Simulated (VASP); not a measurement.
# Sn (I4/mmm) in VASP: further runs

The runs below take Sn through single point, with PBEsol.

Everything below comes from runs of VASP 6.6.1. Logs are shortened: lines on timing, memory, paths and dates and some standing lists are left out, and cuts for length are marked.

## Step 1: The cell of the first run

It takes space group I4/mmm (No. 139, tetragonal). The conventional cell has a = 3.932 Å, b = 3.932 Å, c = 3.745 Å, α = 90.00°, β = 90.00°, γ = 90.00°. Sn (site symmetry 4/mmm) has 14 Sn at 3.35 to 3.93 Å within 4.4 Å.

## Step 2: Single point, PBEsol (strain +0.050 along x and y, +0.000 along z)

INCAR

```
SYSTEM = Sn
PREC     = Accurate       ! precision mode
ENCUT    = 520            ! plane-wave cutoff, eV
EDIFF    = 1E-6           ! SCF threshold, eV
ISMEAR   = 0              ! smearing method
SIGMA    = 0.15           ! smearing width, eV
LREAL    = .False.        ! projectors in reciprocal space
LASPH    = .True.         ! aspherical terms in the spheres
NELM     = 60             ! most SCF steps
ALGO     = Fast           ! electronic algorithm
ISIF     = 2              ! what is computed and relaxed
LWAVE    = .False.        ! write WAVECAR
LCHARG   = .False.        ! write CHGCAR
GGA      = PS             ! functional
NBANDS   = 13             ! bands
```

KPOINTS

```
Automatic mesh
0
Gamma
  22 22 22
  0 0 0
```

POSCAR

```
Sn
1.0
   -1.9660147734      1.9660147734      1.8723950223
    1.9660147734     -1.9660147734      1.8723950223
    1.9660147734      1.9660147734     -1.8723950223
Sn
1
Direct
    0.0000000000      0.0000000000      0.0000000000
```

Potentials or basis: VASP PAW PBE potentials, release 64 (Sn_d).

Started as:

```console
$ cat potpaw_PBE.64/Sn_d/POTCAR > POTCAR
$ mpirun -np 1 vasp_std > vasp.out
```

OUTCAR:

```text
SYSTEM = Sn
   PREC = Accurate
   ENCUT = 520
   EDIFF = 1E-6
   ISMEAR = 0
   LREAL = .False.
   LASPH = .True.
   NELM = 60
   ISIF = 2
   GGA = PS

 ion  position               nearest neighbor table
   1  0.000  0.000  0.000-

  LATTYP: Found a body centered tetragonal cell.
 ALAT       =     3.9320295468
 C/A-ratio  =     0.9523809524

  Lattice vectors:

 A1 = (  -1.9660147734,   1.9660147734,   1.8723950223)
 A2 = (   1.9660147734,  -1.9660147734,   1.8723950223)
 A3 = (   1.9660147734,   1.9660147734,  -1.8723950223)

Analysis of symmetry for initial positions (statically):
=====================================================================
 Subroutine PRICEL returns:
 Original cell was already a primitive cell.

 Routine SETGRP: Setting up the symmetry group for a
 body centered tetragonal supercell.

 Subroutine GETGRP returns: Found 16 space group operations
 (whereof 16 operations were pure point group operations)
 out of a pool of 16 trial point group operations.

The static configuration has the point symmetry D_4h.

Analysis of symmetry for dynamics (positions and initial velocities):
=====================================================================
 Subroutine PRICEL returns:
 Original cell was already a primitive cell.

 Routine SETGRP: Setting up the symmetry group for a
 body centered tetragonal supercell.

 Subroutine GETGRP returns: Found 16 space group operations
 (whereof 16 operations were pure point group operations)
 out of a pool of 16 trial point group operations.

The dynamic configuration has the point symmetry D_4h.

 Subroutine INISYM returns: Found 16 space group operations
 (whereof 16 operations are pure point group operations),
 and found     1 'primitive' translations

----------------------------------------------------------------------------------------

                                     Primitive cell

  volume of cell :      28.9488

  direct lattice vectors                    reciprocal lattice vectors
    -1.966014773  1.966014773  1.872395022     0.000000000  0.254321588  0.267037668
     1.966014773 -1.966014773  1.872395022     0.254321588  0.000000000  0.267037668
     1.966014773  1.966014773 -1.872395022     0.254321588  0.254321588  0.000000000

  length of vectors
     3.352057771  3.352057771  3.352057771     0.368766303  0.368766303  0.359665040

  position of ions in fractional coordinates (direct lattice)
     0.000000000  0.000000000  0.000000000

  ion indices of the primitive-cell ions
   primitive index   ion index
                 1           1

----------------------------------------------------------------------------------------

 KPOINTS: Automatic mesh

Automatic generation of k-mesh.
 Grid dimensions read from file:
 generate k-points for:   22   22   22

 Generating k-lattice:

  Cartesian coordinates                     Fractional coordinates (reciprocal lattice)
     0.000000000  0.011560072  0.012138076     0.045454545  0.000000000 -0.000000000
     0.011560072  0.000000000  0.012138076     0.000000000  0.045454545 -0.000000000
     0.011560072  0.011560072  0.000000000     0.000000000  0.000000000  0.045454545

  Length of vectors
     0.016762105  0.016762105  0.016348411

  Shift w.r.t. Gamma in fractional coordinates (k-lattice)
     0.000000000  0.000000000  0.000000000

 Subroutine IBZKPT returns following result:
 ===========================================

 Found    834 irreducible k-points:

 Following reciprocal coordinates:
            Coordinates               Weight
  0.000000  0.000000  0.000000      1.000000
  0.045455  0.000000  0.000000      8.000000
  0.090909  0.000000  0.000000      8.000000
  0.136364  0.000000  0.000000      8.000000
  0.181818  0.000000 -0.000000      8.000000
  0.227273 -0.000000  0.000000      8.000000
[... 16 lines left out ...]
  0.500000  0.045455  0.000000     16.000000
 -0.454545  0.045455  0.000000     16.000000
 [... further k-points ...]
   k-points           NKPTS =    834   k-points in BZ     NKDIM =    834   number of bands    NBANDS=     13
   number of dos      NEDOS =    301   number of ions     NIONS =      1
   total plane-waves  NPLWV =  21952
   dimension x,y,z NGX =    28 NGY =   28 NGZ =   28
   dimension x,y,z NGXF=    56 NGYF=   56 NGZF=   56
   ions per type =               1
   NGX,Y,Z   is equivalent  to a cutoff of  13.89, 13.89, 13.89 a.u.
   NGXF,Y,Z  is equivalent  to a cutoff of  27.77, 27.77, 27.77 a.u.
 SYSTEM =  Sn
   PREC   = accura    normal or accurate (medium, high low for compatibility)
   ISTART =      0    job   : 0-new  1-cont  2-samecut
   ICHARG =      2    charge: 1-file 2-atom 10-const
   ISPIN  =      1    spin polarized calculation?
   LNONCOLLINEAR =      F non collinear calculations
   LSORBIT =      F    spin-orbit coupling
   LASPH  =      T    aspherical Exc in radial PAW
   ENCUT  =  520.0 eV  38.22 Ry    6.18 a.u.   6.23  6.23  6.23*2*pi/ulx,y,z
   NELM   =     60;   NELMIN=  2; NELMDL= -5     # of ELM steps
   EDIFF  = 0.1E-05   stopping-criterion for ELM
   LREAL  =      F    real-space projection
   EDIFFG = 0.1E-04   stopping-criterion for IOM
   NSW    =      0    number of steps for IOM
   IBRION =     -1    ionic relax: 0-MD 1-quasi-New 2-CG
   NFREE  =      0    steps in history (QN), initial steepest desc. (CG)
   ISIF   =      2    stress and relaxation
   ISYM   =      2    0-nonsym 1-usesym 2-fastsym
   POTIM  = 0.5000    time-step for ionic-motion
   TEBEG  =    0.0;   TEEND  =   0.0 temperature during run
   PSTRESS=    0.0 pullay stress
   NELECT =      14.0000    total number of electrons
   NUPDOWN=      -1.0000    fix difference up-down
   EMIN   =  10.00;   EMAX   =-10.00  energy-range for DOS
   EFERMI =   0.00;   METHOD = LEGACY
   ISMEAR =     0;   SIGMA  =   0.15  broadening in eV -4-tet -1-fermi 0-gaus
   EFERMI_NEDOS =   21; number of points for ismear=-14 and -15
   IALGO  =     68    algorithm
   IMIX   =      4    mixing-type and parameters
     AMIX     =   0.40;   BMIX     =  1.00
     AMIX_MAG =   1.60;   BMIX_MAG =  1.00
  volume/ion in A,a.u.               =      28.95       195.36
  Fermi-wavevector in a.u.,A,eV,Ry     =   1.285012  2.428320 22.466698  1.651256
  Thomas-Fermi vector in A             =   2.417172
   LORBIT       =      0    0 simple, 1 ext, 2 COOP (PROOUT), +10 PAW based schemes
   GGA     = PS    functional components
   LHFCALC =     F    Hartree Fock is set to
   AEXX    =    0.0000 exact exchange contribution
   IVDW    =     0    specifies the selected vdW correction
   LEPSILON=     F    determine dielectric tensor
   LRPA    =     F    only Hartree local field effects (RPA)
 non-spin polarized calculation
 RMM-DIIS sequential band-by-band and
 Gauss-broadening in eV      SIGMA  =   0.15
  energy-cutoff  :      520.00
  volume of cell :       28.95
 maximum number of plane-waves:       803
 NGX is ok and might be reduce to    28
   NGX = 13   NGY = 13   NGZ = 13

 number of electron      14.0000001 magnetization

 Free energy of the ion-electron system (eV)
  ---------------------------------------------------
  ext. energy  EPLUGINS =         0.00000000
  ---------------------------------------------------
  free energy    TOTEN  =        -4.19232389 eV

  energy without entropy =       -4.18503343  energy(sigma->0) =       -4.18867866

 E-fermi :   7.1913     XC(G=0): -10.2132

 val. band max:        7.1851495229   @ k =   0.3182   0.1818   0.0909
 cond. band min:       7.2037426173   @ k =  -0.2727   0.5000   0.1818
 fundamental gap:      0.0185930943
 Fermi energy:         7.1913488807

 k-point     1 :       0.0000    0.0000    0.0000
  band No.  band energies     occupation
      1     -14.2372      2.00000
      2     -14.2264      2.00000
      3     -14.2264      2.00000
      4     -14.1278      2.00000
      5     -14.1062      2.00000
      6      -3.4672      2.00000
      7      14.4477      0.00000
      8      14.4477      0.00000
      9      14.7767      0.00000
     10      18.8802      0.00000
     11      19.0367      0.00000
     12      19.0367      0.00000
     13      19.6171      0.00000

 k-point     2 :       0.0455    0.0000    0.0000
  band No.  band energies     occupation
      1     -14.2360      2.00000
      2     -14.2253      2.00000
      3     -14.2247      2.00000
      4     -14.1278      2.00000
      5     -14.1070      2.00000
      6      -3.4238      2.00000
      7      14.1948      0.00000
      8      14.2739      0.00000
      9      14.6024      0.00000
     10      18.4159      0.00000
     11      18.4242      0.00000
     12      19.2725      0.00000
     13      19.3338      0.00000

 k-point     3 :       0.0909    0.0000    0.0000
  band No.  band energies     occupation
      1     -14.2361      2.00000
      2     -14.2224      2.00000
      3     -14.2161      2.00000
      4     -14.1278      2.00000
      5     -14.1092      2.00000
      6      -3.2935      2.00000
      7      13.3182      0.00000
      8      13.8365      0.00000
      9      14.3522      0.00000
     10      17.6046      0.00000
     11      17.7891      0.00000
     12      19.0245      0.00000
     13      19.9566      0.00000

 k-point     4 :       0.1364    0.0000    0.0000
  band No.  band energies     occupation
      1     -14.2389      2.00000
      2     -14.2182      2.00000
      3     -14.1997      2.00000
      4     -14.1277      2.00000
      5     -14.1124      2.00000
      6      -3.0763      2.00000
      7      12.0922      0.00000
      8      13.2773      0.00000
      9      14.0483      0.00000
     10      16.9162      0.00000
     11      17.2038      0.00000
     12      18.9407      0.00000
     13      20.7482      0.00000

 k-point     5 :       0.1818    0.0000   -0.0000
  band No.  band energies     occupation
      1     -14.2434      2.00000
      2     -14.2136      2.00000
      3     -14.1779      2.00000
      4     -14.1275      2.00000
      5     -14.1158      2.00000
      6      -2.7725      2.00000
      7      10.7404      0.00000
      8      12.6927      0.00000
      9      13.6984      0.00000
     10      16.3399      0.00000
     11      16.6841      0.00000
     12      19.0273      0.00000
     13      20.9626      0.00000
[... 257 lines left out ...]
 k-point    22 :       0.4545    0.0455    0.0000
  band No.  band energies     occupation
      1     -14.2691      2.00000
      2     -14.2146      2.00000
      3     -14.1242      2.00000
      4     -14.1129      2.00000
      5     -14.0473      2.00000
      6       0.8694      2.00000
      7       3.2574      2.00000
      8      10.1984      0.00000
      9      11.8820      0.00000
     10      14.7745      0.00000
     11      15.3936      0.00000
     12      21.1979      0.00000
     13      23.5410      0.00000

 k-point    23 :       0.5000    0.0455    0.0000
  band No.  band energies     occupation
      1     -14.2690      2.00000
      2     -14.2146      2.00000
      3     -14.1238      2.00000
      4     -14.1136      2.00000
      5     -14.0473      2.00000
      6       0.8509      2.00000
      7       3.2805      2.00000
      8      10.1872      0.00000
      9      11.8824      0.00000
     10      14.7726      0.00000
     11      15.4172      0.00000
     12      21.5316      0.00000
     13      23.1349      0.00000

 k-point    24 :      -0.4545    0.0455    0.0000
  band No.  band energies     occupation
      1     -14.2674      2.00000
      2     -14.2133      2.00000
      3     -14.1235      2.00000
      4     -14.1158      2.00000
      5     -14.0547      2.00000
      6       0.2973      2.00000
      7       4.0062      2.00000
      8      10.2769      0.00000
      9      11.9589      0.00000
     10      14.8382      0.00000
     11      15.5080      0.00000
     12      21.4729      0.00000
     13      22.7191      0.00000

 [... further k-points ...]
[... 5 lines left out ...]
  --------------------------------------------------------------------------------------
  -------------------------------------------------------------------------------------
  Total       -0.7377335     -0.7377335     -0.9182102      0.0000000      0.0000000      0.0000000
  in kB      -40.8299693    -40.8299693    -50.8184824      0.0000000      0.0000000      0.0000000
  external PRESSURE =     -44.1594736 kB  Pullay stress =       0.0000000 kB

 VOLUME and BASIS-vectors are now :
 -----------------------------------------------------------------------------
  energy-cutoff  :      520.00
  volume of cell :       28.95
      direct lattice vectors                 reciprocal lattice vectors
    -1.966014773  1.966014773  1.872395022     0.000000000  0.254321588  0.267037668
     1.966014773 -1.966014773  1.872395022     0.254321588  0.000000000  0.267037668
     1.966014773  1.966014773 -1.872395022     0.254321588  0.254321588  0.000000000

 POSITION                                       TOTAL-FORCE (eV/Angst)
 -----------------------------------------------------------------------------------
      0.00000      0.00000      0.00000         0.000000     -0.000000      0.000000
 -----------------------------------------------------------------------------------
    total drift:                               -0.000000     -0.000000     -0.000000

  FREE ENERGIE OF THE ION-ELECTRON SYSTEM (eV)
  ---------------------------------------------------
  free  energy   TOTEN  =        -4.1923238905 eV

  energy  without entropy=       -4.1850334321  energy(sigma->0) =       -4.18867866
```

It took 7.9 min on 1 thread of Intel Xeon 8259CL, shared host; peak memory 0.4 GiB.

Results:

```yaml
Free_energy: -4.1923 eV
Pressure: -4.4 GPa
Band_gap_on_the_k_mesh: zero (bands 7 and 8 overlap by 9.46 eV)
```

Caveat: the cell differs from its parent crystal (strain +0.050 along x and y, +0.000 along z); the cell stands under tension; the PAW data sets were made with another functional, which shifts forces and pressure a little; spin-orbit coupling is left out, which moves the levels of the heavy elements.

(Continued in part 2 of 2.)
